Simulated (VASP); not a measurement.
# Zn4HSe4 (a cell with a defect) in VASP: single point with LDA

Aim: the single point of Zn4HSe4 (a cell with a defect) with LDA.

All numbers are computed with VASP 6.6.1; they aren't measurements. Logs are shortened: lines on timing, memory, paths and dates and some standing lists are left out, and cuts for length are marked.

## Step 1: The cell of the first run

The cell holds a defect, 9 atoms: a = 5.631 Å, b = 5.631 Å, c = 6.596 Å, α = 115.27°, β = 115.27°, γ = 90.00°.

## Step 2: Single point, LDA

Contents of INCAR:

```
SYSTEM = Zn4HSe4
PREC = Accurate ; ENCUT = 520
EDIFF = 1E-7 ; ISMEAR = 0
SIGMA = 0.05 ; LREAL = .False.
LASPH = .True. ; NELM = 60
ALGO = Normal ; ISIF = 2
LWAVE = .False. ; LCHARG = .True.
LELF = .True. ; LVHAR = .True.
NELECT = 72.0 ; NBANDS = 46
```

Contents of KPOINTS:

```
Automatic mesh
0
Gamma
  6 6 6
  0 0 0
```

Contents of POSCAR:

```
Zn4HSe4
1.0
   -3.9820046754     -3.9820046754      0.0000000000
   -3.9820046754      3.9820046754      0.0000000000
    3.9820046754      0.0000000000     -5.2585263399
Zn Se H
4 4 1
Direct
    1.0000000000      1.0000000000      1.0000000000
    0.5000000000      0.5000000000      1.0000000000
    1.0000000000      0.5000000000      1.0000000000
    0.5000000000      1.0000000000      1.0000000000
    0.1101682683      0.6101682683      0.7203365366
    0.6101682683      0.1101682683      0.7203365366
    0.8898317317      0.8898317317      0.2796634634
    0.3898317317      0.3898317317      0.2796634634
    0.8749792674      0.3749792674      0.4088740959
```

Potentials or basis: VASP PAW LDA potentials, release 64 (Zn, Se, H).

The run is started by

```
> cat potpaw_LDA.64/Zn/POTCAR potpaw_LDA.64/Se/POTCAR potpaw_LDA.64/H/POTCAR > POTCAR
> mpirun -np 1 vasp_std > vasp.out
```

OUTCAR:

```text
SYSTEM = Zn4HSe4
   PREC = Accurate
   ENCUT = 520
   EDIFF = 1E-7
   ISMEAR = 0
   LREAL = .False.
   LASPH = .True.
   NELM = 60
   ISIF = 2
   NELECT = 72.0

 ion  position               nearest neighbor table
   1  0.000  0.000  0.000-   5 2.48   6 2.48   7 2.48   8 2.48   3 2.82   4 2.82   3 2.82   4 2.82

   2  0.500  0.500  0.000-   5 2.48   6 2.48   7 2.48   8 2.48   3 2.82   4 2.82   4 2.82   3 2.82

   3  0.000  0.500  0.000-   5 2.48   6 2.48   7 2.48   8 2.48   1 2.82   2 2.82   1 2.82   2 2.82

   4  0.500  0.000  0.000-   5 2.48   6 2.48   7 2.48   8 2.48   1 2.82   2 2.82   2 2.82   1 2.82

   5  0.110  0.610  0.720-   9 1.76   2 2.48   3 2.48   4 2.48   1 2.48
   6  0.610  0.110  0.720-   1 2.48   2 2.48   3 2.48   4 2.48
   7  0.890  0.890  0.280-   1 2.48   2 2.48   3 2.48   4 2.48
   8  0.390  0.390  0.280-   1 2.48   2 2.48   3 2.48   4 2.48
   9  0.875  0.375  0.409-   5 1.76

  LATTYP: Found a body centered tetragonal cell.
 ALAT       =     5.6314050174
 C/A-ratio  =     1.8675717068

  Lattice vectors:

 A1 = (   0.0000000000,  -3.9820046754,   5.2585263399)
 A2 = (   0.0000000000,   3.9820046754,   5.2585263399)
 A3 = (  -3.9820046754,   0.0000000000,  -5.2585263399)

Analysis of symmetry for initial positions (statically):
=====================================================================
 Subroutine PRICEL returns:
 Original cell was already a primitive cell.

 Routine SETGRP: Setting up the symmetry group for a
 body centered tetragonal supercell.

 Subroutine GETGRP returns: Found  2 space group operations
 (whereof  1 operations were pure point group operations)
 out of a pool of 16 trial point group operations.

The static configuration has the point symmetry C_1 .
 The point group associated with its full space group is C_1h.

Analysis of symmetry for dynamics (positions and initial velocities):
=====================================================================
 Subroutine PRICEL returns:
 Original cell was already a primitive cell.

 Routine SETGRP: Setting up the symmetry group for a
 body centered tetragonal supercell.

 Subroutine GETGRP returns: Found  2 space group operations
 (whereof  1 operations were pure point group operations)
 out of a pool of 16 trial point group operations.

The dynamic configuration has the point symmetry C_1 .
 The point group associated with its full space group is C_1h.

 Subroutine INISYM returns: Found  2 space group operations
 (whereof  1 operations are pure point group operations),
 and found     1 'primitive' translations

----------------------------------------------------------------------------------------

                                     Primitive cell

  volume of cell :     166.7622

  direct lattice vectors                    reciprocal lattice vectors
    -3.982004675 -3.982004675  0.000000000    -0.125564895 -0.125564895 -0.095083673
    -3.982004675  3.982004675  0.000000000    -0.125564895  0.125564895 -0.095083673
     3.982004675  0.000000000 -5.258526340     0.000000000  0.000000000 -0.190167346

  length of vectors
     5.631405017  5.631405017  6.596094337     0.201429866  0.201429866  0.190167346

  position of ions in fractional coordinates (direct lattice)
     0.000000000  0.000000000  0.000000000
     0.500000000  0.500000000  0.000000000
     0.000000000  0.500000000  0.000000000
     0.500000000  0.000000000  0.000000000
     0.110168268  0.610168268  0.720336537
     0.610168268  0.110168268  0.720336537
     0.889831732  0.889831732  0.279663463
     0.389831732  0.389831732  0.279663463
     0.874979267  0.374979267  0.408874096

  ion indices of the primitive-cell ions
   primitive index   ion index
                 1           1
                 2           2
                 3           3
                 4           4
                 5           5
                 6           6
                 7           7
                 8           8
                 9           9

----------------------------------------------------------------------------------------

 KPOINTS: Automatic mesh

Automatic generation of k-mesh.
 Grid dimensions read from file:
 generate k-points for:    6    6    6

 Generating k-lattice:

  Cartesian coordinates                     Fractional coordinates (reciprocal lattice)
    -0.020927483 -0.020927483 -0.015847279     0.166666667  0.000000000  0.000000000
    -0.020927483  0.020927483 -0.015847279     0.000000000  0.166666667  0.000000000
     0.000000000  0.000000000 -0.031694558     0.000000000  0.000000000  0.166666667

  Length of vectors
     0.033571644  0.033571644  0.031694558

  Shift w.r.t. Gamma in fractional coordinates (k-lattice)
     0.000000000  0.000000000  0.000000000

 Subroutine IBZKPT returns following result:
 ===========================================

 Found     68 irreducible k-points:

 Following reciprocal coordinates:
            Coordinates               Weight
  0.000000  0.000000  0.000000      1.000000
  0.166667  0.000000  0.000000      4.000000
  0.000000 -0.166667  0.166667      4.000000
  0.333333  0.000000 -0.000000      4.000000
  0.000000 -0.333333  0.333333      4.000000
  0.500000  0.000000  0.000000      2.000000
[... 16 lines left out ...]
 -0.166667  0.166667  0.000000      2.000000
  0.166667  0.166667 -0.166667      2.000000
 [... further k-points ...]
   k-points           NKPTS =     68   k-points in BZ     NKDIM =     68   number of bands    NBANDS=     46
   number of dos      NEDOS =    301   number of ions     NIONS =      9
   total plane-waves  NPLWV =  88200
   dimension x,y,z NGX =    42 NGY =   42 NGZ =   50
   dimension x,y,z NGXF=    84 NGYF=   84 NGZF=  100
   ions per type =               4   4   1
   NGX,Y,Z   is equivalent  to a cutoff of  12.40, 12.40, 12.60 a.u.
   NGXF,Y,Z  is equivalent  to a cutoff of  24.80, 24.80, 25.20 a.u.
 SYSTEM =  Zn4HSe4
   PREC   = accura    normal or accurate (medium, high low for compatibility)
   ISTART =      0    job   : 0-new  1-cont  2-samecut
   ICHARG =      2    charge: 1-file 2-atom 10-const
   ISPIN  =      1    spin polarized calculation?
   LNONCOLLINEAR =      F non collinear calculations
   LSORBIT =      F    spin-orbit coupling
   LASPH  =      T    aspherical Exc in radial PAW
   ENCUT  =  520.0 eV  38.22 Ry    6.18 a.u.  10.47 10.47 12.26*2*pi/ulx,y,z
   NELM   =     60;   NELMIN=  2; NELMDL= -5     # of ELM steps
   EDIFF  = 0.1E-06   stopping-criterion for ELM
   LREAL  =      F    real-space projection
   EDIFFG = 0.1E-05   stopping-criterion for IOM
   NSW    =      0    number of steps for IOM
   IBRION =     -1    ionic relax: 0-MD 1-quasi-New 2-CG
   NFREE  =      0    steps in history (QN), initial steepest desc. (CG)
   ISIF   =      2    stress and relaxation
   ISYM   =      2    0-nonsym 1-usesym 2-fastsym
   POTIM  = 0.5000    time-step for ionic-motion
   TEBEG  =    0.0;   TEEND  =   0.0 temperature during run
   PSTRESS=    0.0 pullay stress
   NELECT =      72.0000    total number of electrons
   NUPDOWN=      -1.0000    fix difference up-down
   EMIN   =  10.00;   EMAX   =-10.00  energy-range for DOS
   EFERMI =   0.00;   METHOD = LEGACY
   ISMEAR =     0;   SIGMA  =   0.05  broadening in eV -4-tet -1-fermi 0-gaus
   EFERMI_NEDOS =   21; number of points for ismear=-14 and -15
   IALGO  =     38    algorithm
   IMIX   =      4    mixing-type and parameters
     AMIX     =   0.40;   BMIX     =  1.00
     AMIX_MAG =   1.60;   BMIX_MAG =  1.00
  volume/ion in A,a.u.               =      18.53       125.04
  Fermi-wavevector in a.u.,A,eV,Ry     =   1.237333  2.338220 20.830412  1.530992
  Thomas-Fermi vector in A             =   2.371904
   LORBIT       =      0    0 simple, 1 ext, 2 COOP (PROOUT), +10 PAW based schemes
   GGA     = CA    functional components
   LHFCALC =     F    Hartree Fock is set to
   AEXX    =    0.0000 exact exchange contribution
   IVDW    =     0    specifies the selected vdW correction
   LEPSILON=     F    determine dielectric tensor
   LRPA    =     F    only Hartree local field effects (RPA)
 non-spin polarized calculation
 Gauss-broadening in eV      SIGMA  =   0.05
  energy-cutoff  :      520.00
  volume of cell :      166.76
 maximum number of plane-waves:      4555
 NGX is ok and might be reduce to    42
   NGX = 21   NGY = 21   NGZ = 25

 number of electron      72.0000030 magnetization

 Free energy of the ion-electron system (eV)
  ---------------------------------------------------
  ext. energy  EPLUGINS =         0.00000000
  ---------------------------------------------------
  free energy    TOTEN  =       -33.19980801 eV

  energy without entropy =      -33.19980801  energy(sigma->0) =      -33.19980801

 E-fermi :   2.6557     XC(G=0): -10.1656

 val. band max:        2.4187122651   @ k =   0.0000   0.0000   0.0000
 cond. band min:       2.9762851199   @ k =   0.0000   0.0000   0.5000
 fundamental gap:      0.5575728549
 Fermi energy:         2.6556622834

 k-point     1 :       0.0000    0.0000    0.0000
  band No.  band energies     occupation
      1     -11.6631      2.00000
      2     -10.4368      2.00000
      3     -10.1034      2.00000
      4      -9.8388      2.00000
      5      -5.1100      2.00000
      6      -4.9924      2.00000
[... 38 lines left out ...]
     45       7.9522      0.00000
     46       8.1876      0.00000

 k-point     2 :       0.1667    0.0000    0.0000
  band No.  band energies     occupation
      1     -11.5817      2.00000
      2     -10.4727      2.00000
      3     -10.1502      2.00000
      4      -9.8734      2.00000
      5      -5.1008      2.00000
      6      -4.9798      2.00000
[... 38 lines left out ...]
     45       8.0286      0.00000
     46       8.3856      0.00000

 k-point     3 :       0.0000   -0.1667    0.1667
  band No.  band energies     occupation
      1     -11.5868      2.00000
      2     -10.4656      2.00000
      3     -10.1492      2.00000
      4      -9.8738      2.00000
      5      -5.0754      2.00000
      6      -4.9933      2.00000
[... 1018 lines left out ...]
     45       8.0095      0.00000
     46       8.4430      0.00000

 k-point    24 :       0.1667    0.1667   -0.1667
  band No.  band energies     occupation
      1     -11.5440      2.00000
      2     -10.4771      2.00000
      3     -10.1831      2.00000
      4      -9.8777      2.00000
      5      -5.0478      2.00000
      6      -4.9353      2.00000
[... 38 lines left out ...]
     45       8.0113      0.00000
     46       8.4369      0.00000

 [... further k-points ...]
[... 5 lines left out ...]
  --------------------------------------------------------------------------------------
  -------------------------------------------------------------------------------------
  Total       -6.7384268     -6.5587806    -10.4975073      0.0000000      0.0000000     -1.3680671
  in kB      -64.7398248    -63.0138629   -100.8554071      0.0000000      0.0000000    -13.1437834
  external PRESSURE =     -76.2030316 kB  Pullay stress =       0.0000000 kB

 VOLUME and BASIS-vectors are now :
 -----------------------------------------------------------------------------
  energy-cutoff  :      520.00
  volume of cell :      166.76
      direct lattice vectors                 reciprocal lattice vectors
    -3.982004675 -3.982004675  0.000000000    -0.125564895 -0.125564895 -0.095083673
    -3.982004675  3.982004675  0.000000000    -0.125564895  0.125564895 -0.095083673
     3.982004675  0.000000000 -5.258526340     0.000000000  0.000000000 -0.190167346

 POSITION                                       TOTAL-FORCE (eV/Angst)
 -----------------------------------------------------------------------------------
      0.00000      0.00000      0.00000         0.054774      0.409649      0.076619
     -3.98200      0.00000      0.00000         0.054774     -0.409649      0.076619
     -1.99100      1.99100      0.00000         0.273522     -0.000000      0.119386
     -1.99100     -1.99100      0.00000        -0.675536     -0.000000     -0.025232
      0.00000      1.99100     -3.78791         0.598350     -0.000000      1.431823
      0.00000     -1.99100     -3.78791        -0.019418     -0.000000     -0.011948
     -5.97301      0.00000     -1.47062         0.040709      0.145200     -0.008407
     -1.99100      0.00000     -1.47062         0.040709     -0.145200     -0.008407
     -3.34920     -1.99100     -2.15008        -0.367885     -0.000000     -1.650453
 -----------------------------------------------------------------------------------
    total drift:                               -0.000069     -0.000000     -0.000079

  FREE ENERGIE OF THE ION-ELECTRON SYSTEM (eV)
  ---------------------------------------------------
  free  energy   TOTEN  =       -33.1998080118 eV

  energy  without entropy=      -33.1998080118  energy(sigma->0) =      -33.19980801
```

It took 5.4 min on 1 thread of Intel Xeon 6975P-C (Granite Rapids), shared host; peak memory 0.52 GiB.

What came out:

| Item | Value |
| --- | --- |
| Free energy | -33.1998 eV |
| Largest force | 1.691 eV/Å |

Forces in eV/Å, atoms in the order of the input:
```
Zn   0.055  0.410  0.077
Zn   0.055 -0.410  0.077
Zn   0.274  0.000  0.119
Zn  -0.676  0.000 -0.025
Se   0.598  0.000  1.432
Se  -0.019  0.000 -0.012
Se   0.041  0.145 -0.008
Se   0.041 -0.145 -0.008
H   -0.368  0.000 -1.650
```

Levels at points of the mesh, in eV from the Fermi level:
| k point | band 33 | band 34 | band 35 | band 36 | band 37 | band 38 | band 39 | band 40 |
| --- | --- | --- | --- | --- | --- | --- | --- | --- |
| (0.00, 0.00, 0.00) | -3.01 | -0.99 | -0.24 | -0.24 | 0.59 | 1.46 | 2.14 | 4.17 |
| (0.50, 0.00, 0.00) | -1.98 | -1.79 | -1.51 | -1.11 | 1.21 | 3.72 | 3.76 | 3.93 |
| (0.00, 0.50, 0.50) | -1.94 | -1.73 | -1.67 | -1.17 | 1.69 | 3.74 | 3.84 | 3.91 |
| (0.50, 0.50, 0.00) | -1.28 | -1.26 | -1.12 | -0.86 | 0.97 | 2.03 | 3.29 | 3.44 |
| (0.50, 0.50, 0.50) | -1.36 | -1.23 | -1.12 | -0.86 | 0.86 | 1.99 | 2.61 | 3.47 |
| (0.00, 0.00, 0.50) | -2.31 | -2.24 | -1.27 | -1.16 | 0.32 | 1.84 | 2.51 | 2.54 |

Caveat: the cell carries a net charge on a neutralising background, which shifts energy and pressure; the cell is charged against a uniform background, so pressure and absolute levels hang on convention.
